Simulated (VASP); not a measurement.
# HfGeCl (P4/nmm) in VASP: single point with r2SCAN

Aim: the single point of HfGeCl with r2SCAN.

Program: VASP 6.6.1. These are calculated values, not measurements. Logs are shortened: lines on timing, memory, paths and dates and some standing lists are left out, and cuts for length are marked.

## 1. The cell of the first run

The structure is tetragonal, space group P4/nmm (No. 129). Conventional cell: a = 3.697 Å, b = 3.697 Å, c = 8.474 Å, α = 90.00°, β = 90.00°, γ = 90.00°. Within 3.7 Å of Hf (site symmetry 4mm) lie 5 Cl at 2.82 to 3.02 Å and 4 Ge at 2.87 Å and 4 Hf at 3.70 Å. Ge (site symmetry -4m2) has 4 Ge at 2.61 Å and 4 Hf at 2.87 Å within 3.4 Å. Within 3.8 Å of Cl (site symmetry 4mm) lie 5 Hf at 2.82 to 3.02 Å and 8 Cl at 3.26 to 3.70 Å and 4 Ge at 3.75 Å.

## 2. Single point, r2SCAN

Input file POSCAR:

```
HfGeCl
1.0
    3.6972640000      0.0000000000      0.0000000000
    0.0000000000      3.6972640000      0.0000000000
    0.0000000000      0.0000000000      8.4741690000
Hf Ge Cl
2 2 2
Direct
    0.0000000000      0.5000000000      0.2590000000
    0.5000000000      0.0000000000      0.7410000000
    0.0000000000      0.0000000000      0.0000000000
    0.5000000000      0.5000000000      0.0000000000
    0.0000000000      0.5000000000      0.6150000000
    0.5000000000      0.0000000000      0.3850000000
```

Input file INCAR.step1:

```
PREC = Accurate
ENCUT = 520
ISMEAR = -1
SIGMA = 0.0899
LREAL = F
LASPH = T
NELM = 100
NBANDS = 40
GGA = PE
ALGO = Normal
EDIFF = 1E-4
LWAVE = T
LCHARG = F
```

Input file INCAR.step2:

```
PREC = Accurate
ENCUT = 520
EDIFF = 1E-7
ISMEAR = -1
SIGMA = 0.0899
LREAL = F
LASPH = T
NELM = 100
ALGO = Normal
ISIF = 2
LWAVE = F
LCHARG = F
METAGGA = R2SCAN
LMIXTAU = T
NBANDS = 40
ISTART = 1
```

Input file KPOINTS:

```
regular mesh
0
Gamma
  9 9 4
```

Potentials or basis: VASP PAW PBE potentials, release 64 (Hf_pv, Ge_d, Cl).

Command:

```console
$ cat potpaw_PBE.64/Hf_pv/POTCAR potpaw_PBE.64/Ge_d/POTCAR potpaw_PBE.64/Cl/POTCAR > POTCAR
$ cp INCAR.step1 INCAR
$ mpirun -np 1 vasp_std > vasp.out
$ cp INCAR.step2 INCAR
$ mpirun -np 1 vasp_std > vasp.out
```

OUTCAR:

```text
PREC = Accurate
   ENCUT = 520
   EDIFF = 1E-7
   ISMEAR = -1
   LREAL = F
   LASPH = T
   NELM = 100
   ISIF = 2
   METAGGA = R2SCAN
   ISTART = 1

 ion  position               nearest neighbor table
   1  0.000  0.500  0.259-   6 2.82   6 2.82   6 2.82   6 2.82   4 2.87   4 2.87   3 2.87   3 2.87
                             5 3.02
   2  0.500  0.000  0.741-   5 2.82   5 2.82   5 2.82   5 2.82   4 2.87   3 2.87   3 2.87   4 2.87
                             6 3.02
   3  0.000  0.000  0.000-   4 2.61   4 2.61   4 2.61   4 2.61   2 2.87   2 2.87   1 2.87   1 2.87

   4  0.500  0.500  0.000-   3 2.61   3 2.61   3 2.61   3 2.61   2 2.87   1 2.87   1 2.87   2 2.87

   5  0.000  0.500  0.615-   2 2.82   2 2.82   2 2.82   2 2.82   1 3.02
   6  0.500  0.000  0.385-   1 2.82   1 2.82   1 2.82   1 2.82   2 3.02

  LATTYP: Found a simple tetragonal cell.
 ALAT       =     3.6972640000
 C/A-ratio  =     2.2920107950

  Lattice vectors:

 A1 = (   3.6972640000,   0.0000000000,   0.0000000000)
 A2 = (   0.0000000000,   3.6972640000,   0.0000000000)
 A3 = (   0.0000000000,   0.0000000000,   8.4741690000)

Analysis of symmetry for initial positions (statically):
=====================================================================
 Subroutine PRICEL returns:
 Original cell was already a primitive cell.

 Routine SETGRP: Setting up the symmetry group for a
 simple tetragonal supercell.

 Subroutine GETGRP returns: Found 16 space group operations
 (whereof  8 operations were pure point group operations)
 out of a pool of 16 trial point group operations.

The static configuration has the point symmetry D_2d.
 The point group associated with its full space group is D_4h.

Analysis of symmetry for dynamics (positions and initial velocities):
=====================================================================
 Subroutine PRICEL returns:
 Original cell was already a primitive cell.

 Routine SETGRP: Setting up the symmetry group for a
 simple tetragonal supercell.

 Subroutine GETGRP returns: Found 16 space group operations
 (whereof  8 operations were pure point group operations)
 out of a pool of 16 trial point group operations.

The dynamic configuration has the point symmetry D_2d.
 The point group associated with its full space group is D_4h.

 Subroutine INISYM returns: Found 16 space group operations
 (whereof  8 operations are pure point group operations),
 and found     1 'primitive' translations

----------------------------------------------------------------------------------------

                                     Primitive cell

  volume of cell :     115.8399

  direct lattice vectors                    reciprocal lattice vectors
     3.697264000  0.000000000  0.000000000     0.270470272  0.000000000  0.000000000
     0.000000000  3.697264000  0.000000000     0.000000000  0.270470272  0.000000000
     0.000000000  0.000000000  8.474169000     0.000000000  0.000000000  0.118005671

  length of vectors
     3.697264000  3.697264000  8.474169000     0.270470272  0.270470272  0.118005671

  position of ions in fractional coordinates (direct lattice)
     0.000000000  0.500000000  0.259000000
     0.500000000  0.000000000  0.741000000
     0.000000000  0.000000000  0.000000000
     0.500000000  0.500000000  0.000000000
     0.000000000  0.500000000  0.615000000
     0.500000000  0.000000000  0.385000000

  ion indices of the primitive-cell ions
   primitive index   ion index
                 1           1
                 2           2
                 3           3
                 4           4
                 5           5
                 6           6

----------------------------------------------------------------------------------------

 KPOINTS: regular mesh

Automatic generation of k-mesh.
 Grid dimensions read from file:
 generate k-points for:    9    9    4

 Generating k-lattice:

  Cartesian coordinates                     Fractional coordinates (reciprocal lattice)
     0.030052252  0.000000000  0.000000000     0.111111111  0.000000000  0.000000000
     0.000000000  0.030052252  0.000000000     0.000000000  0.111111111  0.000000000
     0.000000000  0.000000000  0.029501418     0.000000000  0.000000000  0.250000000

  Length of vectors
     0.030052252  0.030052252  0.029501418

  Shift w.r.t. Gamma in fractional coordinates (k-lattice)
     0.000000000  0.000000000  0.000000000

 Subroutine IBZKPT returns following result:
 ===========================================

 Found     45 irreducible k-points:

 Following reciprocal coordinates:
            Coordinates               Weight
  0.000000  0.000000  0.000000      1.000000
  0.111111  0.000000  0.000000      4.000000
  0.222222  0.000000  0.000000      4.000000
  0.333333  0.000000  0.000000      4.000000
  0.444444  0.000000  0.000000      4.000000
  0.111111  0.111111  0.000000      4.000000
[... 16 lines left out ...]
  0.333333  0.111111  0.250000     16.000000
  0.444444  0.111111  0.250000     16.000000
 [... further k-points ...]
   k-points           NKPTS =     45   k-points in BZ     NKDIM =     45   number of bands    NBANDS=     40
   number of dos      NEDOS =    301   number of ions     NIONS =      6
   total plane-waves  NPLWV =  50176
   dimension x,y,z NGX =    28 NGY =   28 NGZ =   64
   dimension x,y,z NGXF=    56 NGYF=   56 NGZF=  128
   ions per type =               2   2   2
   NGX,Y,Z   is equivalent  to a cutoff of  12.59, 12.59, 12.56 a.u.
   NGXF,Y,Z  is equivalent  to a cutoff of  25.18, 25.18, 25.11 a.u.
 SYSTEM =  unknown system
   PREC   = accura    normal or accurate (medium, high low for compatibility)
   ISTART =      1    job   : 0-new  1-cont  2-samecut
   ICHARG =      0    charge: 1-file 2-atom 10-const
   ISPIN  =      1    spin polarized calculation?
   LNONCOLLINEAR =      F non collinear calculations
   LSORBIT =      F    spin-orbit coupling
   LASPH  =      T    aspherical Exc in radial PAW
   ENCUT  =  520.0 eV  38.22 Ry    6.18 a.u.   6.87  6.87 15.76*2*pi/ulx,y,z
   NELM   =    100;   NELMIN=  2; NELMDL=  0     # of ELM steps
   EDIFF  = 0.1E-06   stopping-criterion for ELM
   LREAL  =      F    real-space projection
   EDIFFG = 0.1E-05   stopping-criterion for IOM
   NSW    =      0    number of steps for IOM
   IBRION =     -1    ionic relax: 0-MD 1-quasi-New 2-CG
   NFREE  =      0    steps in history (QN), initial steepest desc. (CG)
   ISIF   =      2    stress and relaxation
   ISYM   =      2    0-nonsym 1-usesym 2-fastsym
   POTIM  = 0.5000    time-step for ionic-motion
   TEBEG  =    0.0;   TEEND  =   0.0 temperature during run
   PSTRESS=    0.0 pullay stress
   NELECT =      62.0000    total number of electrons
   NUPDOWN=      -1.0000    fix difference up-down
   EMIN   =  10.00;   EMAX   =-10.00  energy-range for DOS
   EFERMI =   0.00;   METHOD = LEGACY
   ISMEAR =    -1;   SIGMA  =   0.09  broadening in eV -4-tet -1-fermi 0-gaus
   EFERMI_NEDOS =   21; number of points for ismear=-14 and -15
   IALGO  =     38    algorithm
   IMIX   =      4    mixing-type and parameters
     AMIX     =   0.40;   BMIX     =  1.00
     AMIX_MAG =   1.60;   BMIX_MAG =  1.00
  volume/ion in A,a.u.               =      19.31       130.29
  Fermi-wavevector in a.u.,A,eV,Ry     =   1.329187  2.511799 24.037927  1.766738
  Thomas-Fermi vector in A             =   2.458368
   LORBIT       =      0    0 simple, 1 ext, 2 COOP (PROOUT), +10 PAW based schemes
   METAGGA = R2SCAN    functional components
   LHFCALC =     F    Hartree Fock is set to
   AEXX    =    0.0000 exact exchange contribution
   IVDW    =     0    specifies the selected vdW correction
   LEPSILON=     F    determine dielectric tensor
   LRPA    =     F    only Hartree local field effects (RPA)
 non-spin polarized calculation
  energy-cutoff  :      520.00
  volume of cell :      115.84
 maximum number of plane-waves:      3138
 NGX is ok and might be reduce to    28
   NGX = 13   NGY = 13   NGZ = 31

 number of electron      62.0000003 magnetization

 Free energy of the ion-electron system (eV)
  ---------------------------------------------------
  ext. energy  EPLUGINS =         0.00000000
  ---------------------------------------------------
  free energy    TOTEN  =      -134.11677120 eV

  energy without entropy =     -134.02202367  energy(sigma->0) =     -134.06939744

 E-fermi :   7.5483     XC(G=0): -11.7341

 val. band max:        7.5409718385   @ k =   0.4444   0.4444   0.5000
 cond. band min:       7.5495492856   @ k =   0.4444   0.4444   0.5000
 fundamental gap:      0.0085774472
 Fermi energy:         7.5483441848

 k-point     1 :       0.0000    0.0000    0.0000
  band No.  band energies     occupation
      1     -26.1495      2.00000
      2     -26.1495      2.00000
      3     -26.1489      2.00000
      4     -26.1489      2.00000
      5     -26.1426      2.00000
      6     -26.1272      2.00000
[... 32 lines left out ...]
     39       9.9591      0.00000
     40      10.7568      0.00000

 k-point     2 :       0.1111    0.0000    0.0000
  band No.  band energies     occupation
      1     -26.1617      2.00000
      2     -26.1613      2.00000
      3     -26.1484      2.00000
      4     -26.1478      2.00000
      5     -26.1405      2.00000
      6     -26.1262      2.00000
[... 32 lines left out ...]
     39       9.9994      0.00000
     40      10.7165      0.00000

 k-point     3 :       0.2222    0.0000    0.0000
  band No.  band energies     occupation
      1     -26.1925      2.00000
      2     -26.1923      2.00000
      3     -26.1456      2.00000
      4     -26.1451      2.00000
      5     -26.1354      2.00000
      6     -26.1238      2.00000
[... 853 lines left out ...]
  band No.  band energies     occupation
      1     -26.2255      2.00000
      2     -26.2253      2.00000
      3     -26.1538      2.00000
      4     -26.1534      2.00000
      5     -26.1267      2.00000
      6     -26.1215      2.00000
[... 32 lines left out ...]
     39      10.4278      0.00000
     40      10.6686      0.00000

 k-point    24 :       0.4444    0.1111    0.2500
  band No.  band energies     occupation
      1     -26.2477      2.00000
      2     -26.2476      2.00000
      3     -26.1514      2.00000
      4     -26.1513      2.00000
      5     -26.1223      2.00000
      6     -26.1205      2.00000
[... 32 lines left out ...]
     39      10.0652      0.00000
     40      10.5058      0.00000

 [... further k-points ...]

------------------------ aborting loop because EDIFF is reached ----------------------------------------

  FORCE on cell =-STRESS in cart. coord.  units (eV):
  Direction    XX          YY          ZZ          XY          YZ          ZX
  --------------------------------------------------------------------------------------
  -------------------------------------------------------------------------------------
  Total       -2.4484643     -2.4484643     -6.8495697      0.0000000      0.0000000      0.0000000
  in kB      -33.8646280    -33.8646280    -94.7361714      0.0000000      0.0000000      0.0000000
  external PRESSURE =     -54.1551424 kB  Pullay stress =       0.0000000 kB

 VOLUME and BASIS-vectors are now :
 -----------------------------------------------------------------------------
  energy-cutoff  :      520.00
  volume of cell :      115.84
      direct lattice vectors                 reciprocal lattice vectors
     3.697264000  0.000000000  0.000000000     0.270470272  0.000000000  0.000000000
     0.000000000  3.697264000  0.000000000     0.000000000  0.270470272  0.000000000
     0.000000000  0.000000000  8.474169000     0.000000000  0.000000000  0.118005671

 POSITION                                       TOTAL-FORCE (eV/Angst)
 -----------------------------------------------------------------------------------
      0.00000      1.84863      2.19481         0.000000     -0.000000     -2.310522
      1.84863      0.00000      6.27936         0.000000      0.000000      2.310522
      0.00000      0.00000      0.00000        -0.000000     -0.000000      0.000000
      1.84863      1.84863      0.00000         0.000000      0.000000      0.000000
      0.00000      1.84863      5.21161        -0.000000     -0.000000     -0.328862
      1.84863      0.00000      3.26256        -0.000000      0.000000      0.328862
 -----------------------------------------------------------------------------------
    total drift:                                0.000000      0.000000     -0.000000

  FREE ENERGIE OF THE ION-ELECTRON SYSTEM (eV)
  ---------------------------------------------------
  free  energy   TOTEN  =      -134.1167712011 eV

  energy  without entropy=     -134.0220236691  energy(sigma->0) =     -134.06939744
```

Wall time 8.4 min (1 thread of Intel Xeon Platinum 8375C at 2.90GHz (Ice Lake), shared host); peak memory 0.35 GiB.

What came out:

```yaml
Free_energy: -134.1168 eV
Pressure: -5.4 GPa
Largest_force: 2.311 eV/Å
Band_gap_on_the_k_mesh: zero (bands 31 and 32 overlap by 1.86 eV)
```

Forces on the atoms (eV/Å):
```
Hf   0.000  0.000 -2.311
Hf   0.000  0.000  2.311
Ge   0.000  0.000  0.000
Ge   0.000  0.000  0.000
Cl   0.000  0.000 -0.329
Cl   0.000  0.000  0.329
```

Levels at points of the mesh, in eV from the Fermi level:
```tsv
k point	band 28	band 29	band 30	band 31	band 32	band 33	band 34	band 35
(0.00, 0.00, 0.00)	-3.38	-3.38	-2.92	-0.70	-0.65	-0.60	0.81	0.81
(0.00, 0.00, 0.50)	-3.38	-3.38	-3.11	-0.42	-0.30	0.48	0.95	0.95
```

Caveat: the stress differs along the axes, from -9 to -3 GPa; the PAW data sets were made with another functional, which shifts forces and pressure a little; spin-orbit coupling is left out, which moves the levels of the heavy elements.
